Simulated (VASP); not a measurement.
# V (P-3m1) in VASP: single point with PBE

Aim: the single point of V with PBE.

Everything below comes from runs of VASP 6.6.1. Logs are shortened: lines on timing, memory, paths and dates and some standing lists are left out, and cuts for length are marked.

## (1) The cell of the first run

Symmetry: P-3m1, No. 164, trigonal system. Conventional cell: a = 2.617 Å, b = 2.617 Å, c = 16.346 Å, α = 90.00°, β = 90.00°, γ = 120.00°. Within 3.5 Å of V (site symmetry 3m) lie 12 V at 2.62 to 2.78 Å. Within 3.5 Å of V (site symmetry 3m) lie 12 V at 2.62 to 2.78 Å. Within 3.5 Å of V (site symmetry 3m) lie 12 V at 2.62 to 2.78 Å. V (site symmetry -3m) has 12 V at 2.62 to 2.78 Å within 3.5 Å.

## (2) Single point, PBE

File INCAR:

```
ALGO = Fast
EDIFF = 1E-7
ENCUT = 520
GGA = PE
ISIF = 2
ISMEAR = 0
LASPH = T
LCHARG = F
LREAL = F
LWAVE = F
NBANDS = 54
NELM = 60
PREC = Accurate
SIGMA = 0.1
```

File KPOINTS:

```
k-points
0
Gamma
  18 18 3
```

File POSCAR:

```
V
1.0
    2.6165804632      0.0000000000      0.0000000000
   -1.3082902316      2.2660251522      0.0000000000
    0.0000000000      0.0000000000     16.3464731722
V
7
Direct
    0.0000000000      0.0000000000      0.0002246559
    0.3333333333      0.6666666667      0.1426324870
    0.6666666667      0.3333333333      0.2855429258
    0.3333333333      0.6666666667      0.4285352127
    0.6666666667      0.3333333333      0.5714285714
    0.0000000000      0.0000000000      0.7143219302
    0.6666666667      0.3333333333      0.8573142170
```

Potentials or basis: VASP PAW PBE potentials, release 64 (V_sv).

Started as:

```bash
> cat potpaw_PBE.64/V_sv/POTCAR > POTCAR
> mpirun -np 1 vasp_std > vasp.out
```

OUTCAR:

```text
EDIFF = 1E-7
   ENCUT = 520
   GGA = PE
   ISIF = 2
   ISMEAR = 0
   LASPH = T
   LREAL = F
   NELM = 60
   PREC = Accurate

 ion  position               nearest neighbor table
   1  0.000  0.000  0.000-   2 2.78   2 2.78   2 2.78   7 2.78   7 2.78   7 2.78
   2  0.333  0.667  0.143-   1 2.78   1 2.78   1 2.78   3 2.78   3 2.78   3 2.78
   3  0.667  0.333  0.286-   2 2.78   2 2.78   2 2.78   4 2.78   4 2.78   4 2.78
   4  0.333  0.667  0.429-   5 2.78   5 2.78   5 2.78   3 2.78   3 2.78   3 2.78
   5  0.667  0.333  0.571-   4 2.78   4 2.78   4 2.78   6 2.78   6 2.78   6 2.78
   6  0.000  0.000  0.714-   5 2.78   5 2.78   5 2.78   7 2.78   7 2.78   7 2.78
   7  0.667  0.333  0.857-   1 2.78   1 2.78   1 2.78   6 2.78   6 2.78   6 2.78

  LATTYP: Found a hexagonal cell.
 ALAT       =     2.6165804632
 C/A-ratio  =     6.2472656210

  Lattice vectors:

 A1 = (   2.6165804632,   0.0000000000,   0.0000000000)
 A2 = (  -1.3082902316,   2.2660251522,   0.0000000000)
 A3 = (   0.0000000000,   0.0000000000,  16.3464731722)

Analysis of symmetry for initial positions (statically):
=====================================================================
 Subroutine PRICEL returns:
 Original cell was already a primitive cell.

 Routine SETGRP: Setting up the symmetry group for a
 hexagonal supercell.

 Subroutine GETGRP returns: Found 12 space group operations
 (whereof  6 operations were pure point group operations)
 out of a pool of 24 trial point group operations.

The static configuration has the point symmetry C_3v.
 The point group associated with its full space group is D_3d.

Analysis of symmetry for dynamics (positions and initial velocities):
=====================================================================
 Subroutine PRICEL returns:
 Original cell was already a primitive cell.

 Routine SETGRP: Setting up the symmetry group for a
 hexagonal supercell.

 Subroutine GETGRP returns: Found 12 space group operations
 (whereof  6 operations were pure point group operations)
 out of a pool of 24 trial point group operations.

The dynamic configuration has the point symmetry C_3v.
 The point group associated with its full space group is D_3d.

 Subroutine INISYM returns: Found 12 space group operations
 (whereof  6 operations are pure point group operations),
 and found     1 'primitive' translations

----------------------------------------------------------------------------------------

                                     Primitive cell

  volume of cell :      96.9221

  direct lattice vectors                    reciprocal lattice vectors
     2.616580463  0.000000000  0.000000000     0.382178196  0.220650684  0.000000000
    -1.308290232  2.266025152  0.000000000     0.000000000  0.441301368  0.000000000
     0.000000000  0.000000000 16.346473172     0.000000000  0.000000000  0.061175276

  length of vectors
     2.616580463  2.616580463 16.346473172     0.441301368  0.441301368  0.061175276

  position of ions in fractional coordinates (direct lattice)
     0.000000000  0.000000000  0.000224656
     0.333333333  0.666666667  0.142632487
     0.666666667  0.333333333  0.285542926
     0.333333333  0.666666667  0.428535213
     0.666666667  0.333333333  0.571428571
     0.000000000  0.000000000  0.714321930
     0.666666667  0.333333333  0.857314217

  ion indices of the primitive-cell ions
   primitive index   ion index
                 1           1
                 2           2
                 3           3
                 4           4
                 5           5
                 6           6
                 7           7

----------------------------------------------------------------------------------------

 KPOINTS: k-points

Automatic generation of k-mesh.
 Grid dimensions read from file:
 generate k-points for:   18   18    3

 Generating k-lattice:

  Cartesian coordinates                     Fractional coordinates (reciprocal lattice)
     0.021232122  0.012258371  0.000000000     0.055555556  0.000000000  0.000000000
     0.000000000  0.024516743  0.000000000     0.000000000  0.055555556  0.000000000
     0.000000000  0.000000000  0.020391759     0.000000000  0.000000000  0.333333333

  Length of vectors
     0.024516743  0.024516743  0.020391759

  Shift w.r.t. Gamma in fractional coordinates (k-lattice)
     0.000000000  0.000000000  0.000000000

 Subroutine IBZKPT returns following result:
 ===========================================

 Found    101 irreducible k-points:

 Following reciprocal coordinates:
            Coordinates               Weight
  0.000000  0.000000  0.000000      1.000000
  0.055556  0.000000  0.000000      6.000000
  0.111111  0.000000  0.000000      6.000000
  0.166667  0.000000  0.000000      6.000000
  0.222222  0.000000  0.000000      6.000000
  0.277778  0.000000  0.000000      6.000000
[... 16 lines left out ...]
  0.333333  0.111111  0.000000     12.000000
  0.388889  0.111111  0.000000     12.000000
 [... further k-points ...]
   k-points           NKPTS =    101   k-points in BZ     NKDIM =    101   number of bands    NBANDS=     54
   number of dos      NEDOS =    301   number of ions     NIONS =      7
   total plane-waves  NPLWV =  50400
   dimension x,y,z NGX =    20 NGY =   20 NGZ =  126
   dimension x,y,z NGXF=    40 NGYF=   40 NGZF=  252
   ions per type =               7
   NGX,Y,Z   is equivalent  to a cutoff of  12.71, 12.71, 12.81 a.u.
   NGXF,Y,Z  is equivalent  to a cutoff of  25.41, 25.41, 25.63 a.u.
 SYSTEM =  unknown system
   PREC   = accura    normal or accurate (medium, high low for compatibility)
   ISTART =      0    job   : 0-new  1-cont  2-samecut
   ICHARG =      2    charge: 1-file 2-atom 10-const
   ISPIN  =      1    spin polarized calculation?
   LNONCOLLINEAR =      F non collinear calculations
   LSORBIT =      F    spin-orbit coupling
   LASPH  =      T    aspherical Exc in radial PAW
   ENCUT  =  520.0 eV  38.22 Ry    6.18 a.u.   4.87  4.87 30.39*2*pi/ulx,y,z
   NELM   =     60;   NELMIN=  2; NELMDL= -5     # of ELM steps
   EDIFF  = 0.1E-06   stopping-criterion for ELM
   LREAL  =      F    real-space projection
   EDIFFG = 0.1E-05   stopping-criterion for IOM
   NSW    =      0    number of steps for IOM
   IBRION =     -1    ionic relax: 0-MD 1-quasi-New 2-CG
   NFREE  =      0    steps in history (QN), initial steepest desc. (CG)
   ISIF   =      2    stress and relaxation
   ISYM   =      2    0-nonsym 1-usesym 2-fastsym
   POTIM  = 0.5000    time-step for ionic-motion
   TEBEG  =    0.0;   TEEND  =   0.0 temperature during run
   PSTRESS=    0.0 pullay stress
   NELECT =      91.0000    total number of electrons
   NUPDOWN=      -1.0000    fix difference up-down
   EMIN   =  10.00;   EMAX   =-10.00  energy-range for DOS
   EFERMI =   0.00;   METHOD = LEGACY
   ISMEAR =     0;   SIGMA  =   0.10  broadening in eV -4-tet -1-fermi 0-gaus
   EFERMI_NEDOS =   21; number of points for ismear=-14 and -15
   IALGO  =     68    algorithm
   IMIX   =      4    mixing-type and parameters
     AMIX     =   0.40;   BMIX     =  1.00
     AMIX_MAG =   1.60;   BMIX_MAG =  1.00
  volume/ion in A,a.u.               =      13.85        93.44
  Fermi-wavevector in a.u.,A,eV,Ry     =   1.603052  3.029329 34.963930  2.569776
  Thomas-Fermi vector in A             =   2.699776
   LORBIT       =      0    0 simple, 1 ext, 2 COOP (PROOUT), +10 PAW based schemes
   GGA     = PE    functional components
   LHFCALC =     F    Hartree Fock is set to
   AEXX    =    0.0000 exact exchange contribution
   IVDW    =     0    specifies the selected vdW correction
   LEPSILON=     F    determine dielectric tensor
   LRPA    =     F    only Hartree local field effects (RPA)
 non-spin polarized calculation
 RMM-DIIS sequential band-by-band and
 Gauss-broadening in eV      SIGMA  =   0.10
  energy-cutoff  :      520.00
  volume of cell :       96.92
 maximum number of plane-waves:      2658
   NGX =  9   NGY =  9   NGZ = 61

 number of electron      91.0000034 magnetization

 Free energy of the ion-electron system (eV)
  ---------------------------------------------------
  ext. energy  EPLUGINS =         0.00000000
  ---------------------------------------------------
  free energy    TOTEN  =       -61.26678752 eV

  energy without entropy =      -61.20655811  energy(sigma->0) =      -61.23667281

 E-fermi :   9.6790     XC(G=0): -12.7440

 val. band max:        9.6787755072   @ k =   0.3889   0.1667   0.3333
 cond. band min:       9.6820799005   @ k =   0.3333   0.1111   0.0000
 fundamental gap:      0.0033043934
 Fermi energy:         9.6789694792

 k-point     1 :       0.0000    0.0000    0.0000
  band No.  band energies     occupation
      1     -54.3347      2.00000
      2     -54.3132      2.00000
      3     -54.3104      2.00000
      4     -54.2652      2.00000
      5     -54.2616      2.00000
      6     -54.2270      2.00000
[... 46 lines left out ...]
     53      10.2626      0.00000
     54      10.2646      0.00000

 k-point     2 :       0.0556    0.0000    0.0000
  band No.  band energies     occupation
      1     -54.3294      2.00000
      2     -54.3081      2.00000
      3     -54.3053      2.00000
      4     -54.2608      2.00000
      5     -54.2572      2.00000
      6     -54.2231      2.00000
[... 46 lines left out ...]
     53      10.2195      0.00000
     54      10.2284      0.00000

 k-point     3 :       0.1111    0.0000    0.0000
  band No.  band energies     occupation
      1     -54.3140      2.00000
      2     -54.2934      2.00000
      3     -54.2907      2.00000
      4     -54.2481      2.00000
      5     -54.2445      2.00000
      6     -54.2120      2.00000
[... 46 lines left out ...]
     53      10.3775      0.00000
     54      10.4268      0.00000
[... 1084 lines left out ...]
 k-point    23 :       0.3333    0.1111    0.0000
  band No.  band energies     occupation
      1     -54.1624      2.00000
      2     -54.1515      2.00000
      3     -54.1474      2.00000
      4     -54.1327      2.00000
      5     -54.1266      2.00000
      6     -54.1155      2.00000
[... 46 lines left out ...]
     53      11.0898      0.00000
     54      11.8119      0.00000

 k-point    24 :       0.3889    0.1111    0.0000
  band No.  band energies     occupation
      1     -54.1449      2.00000
      2     -54.1355      2.00000
      3     -54.1300      2.00000
      4     -54.1225      2.00000
      5     -54.1140      2.00000
      6     -54.1081      2.00000
[... 46 lines left out ...]
     53      11.1685      0.00000
     54      11.9481      0.00000

 [... further k-points ...]

------------------------ aborting loop because EDIFF is reached ----------------------------------------

  FORCE on cell =-STRESS in cart. coord.  units (eV):
  Direction    XX          YY          ZZ          XY          YZ          ZX
  --------------------------------------------------------------------------------------
  -------------------------------------------------------------------------------------
  Total        0.1453508      0.1453508      0.1345916     -0.0000000      0.0000000      0.0000000
  in kB        2.4027305      2.4027305      2.2248749     -0.0000000      0.0000000      0.0000000
  external PRESSURE =       2.3434453 kB  Pullay stress =       0.0000000 kB

 VOLUME and BASIS-vectors are now :
 -----------------------------------------------------------------------------
  energy-cutoff  :      520.00
  volume of cell :       96.92
      direct lattice vectors                 reciprocal lattice vectors
     2.616580463  0.000000000  0.000000000     0.382178196  0.220650684  0.000000000
    -1.308290232  2.266025152  0.000000000     0.000000000  0.441301368  0.000000000
     0.000000000  0.000000000 16.346473172     0.000000000  0.000000000  0.061175276

 POSITION                                       TOTAL-FORCE (eV/Angst)
 -----------------------------------------------------------------------------------
      0.00000      0.00000      0.00367         0.000000      0.000000     -0.001189
     -0.00000      1.51068      2.33154        -0.000000     -0.000000      0.001189
      1.30829      0.75534      4.66762         0.000000      0.000000      0.001540
     -0.00000      1.51068      7.00504        -0.000000      0.000000      0.001594
      1.30829      0.75534      9.34084        -0.000000      0.000000     -0.000000
      0.00000      0.00000     11.67664         0.000000     -0.000000     -0.001594
      1.30829      0.75534     14.01406        -0.000000      0.000000     -0.001540
 -----------------------------------------------------------------------------------
    total drift:                               -0.000000      0.000000     -0.000008

  FREE ENERGIE OF THE ION-ELECTRON SYSTEM (eV)
  ---------------------------------------------------
  free  energy   TOTEN  =       -61.2667875151 eV

  energy  without entropy=      -61.2065581075  energy(sigma->0) =      -61.23667281
```

Wall time 18 min (1 thread of Intel Xeon Platinum 8259CL at 2.50GHz (Skylake/Cascade Lake), shared host); peak memory 0.46 GiB.

What came out:

* Free energy: -61.2668 eV
* Pressure: 0.2 GPa
* Band gap on the k mesh: zero (an odd number of electrons rules out a gap without spin polarisation)
